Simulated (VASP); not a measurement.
Write the native input for VASP 6.6.1 that does the following.

```
Task                   : single point
Functional             : PBEsol
Potentials or basis    : VASP PAW PBE potentials, release 64 (Pt)
Cutoff                 : 520 eV
k mesh                 : 20 × 20 × 20
Occupations            : gaussian, width 0.15 eV
Spin                   : no spin polarisation
Dipole correction      : no
Further INCAR settings : ALGO = Fast; EDIFF = 1e-06; NBANDS = 11
```

The structure of Pt lies in POSCAR:

```
Pt
1.0
    0.0000000000      1.9285315000      1.9285315000
    1.9579000000     -0.0293685000      1.9579000000
    1.9579000000      1.9579000000     -0.0293685000
Pt
1
Direct
    0.0000000000      0.0000000000      0.0000000000
```

This cell differs from its parent crystal: strain -0.0300 x Voigt [0, 0, 0, 1, 0, 0].

These files were run (other wordings do the same):

INCAR

```
PREC = Accurate
ENCUT = 520
EDIFF = 1E-6
ISMEAR = 0
SIGMA = 0.15
LREAL = F
LASPH = T
NELM = 80
ALGO = Fast
ISIF = 2
LWAVE = F
LCHARG = F
GGA = PS
NBANDS = 11
```

KPOINTS

```
regular mesh
0
Gamma
  20 20 20
```

Potentials or basis: VASP PAW PBE potentials, release 64 (Pt).

Launch:

```bash
$ cat potpaw_PBE.64/Pt/POTCAR > POTCAR
$ mpirun -np 1 vasp_std > vasp.out
```

Results of the run:

The pressure is 0.4 GPa and the band gap on the k mesh is zero (band 5 reaches 11.72 eV, above the bottom of band 6 at 9.40 eV).

Caveat: the cell differs from its parent crystal (strain -0.0300 x Voigt [0, 0, 0, 1, 0, 0]); the PAW data sets were made with another functional, which shifts forces and pressure a little; spin-orbit coupling is left out, which moves the levels of the heavy elements.

Wall time 72 s on 1 thread of Intel(R) Xeon(R) 6975P-C (Granite Rapids) (shared host), peak memory 0.3 GiB.
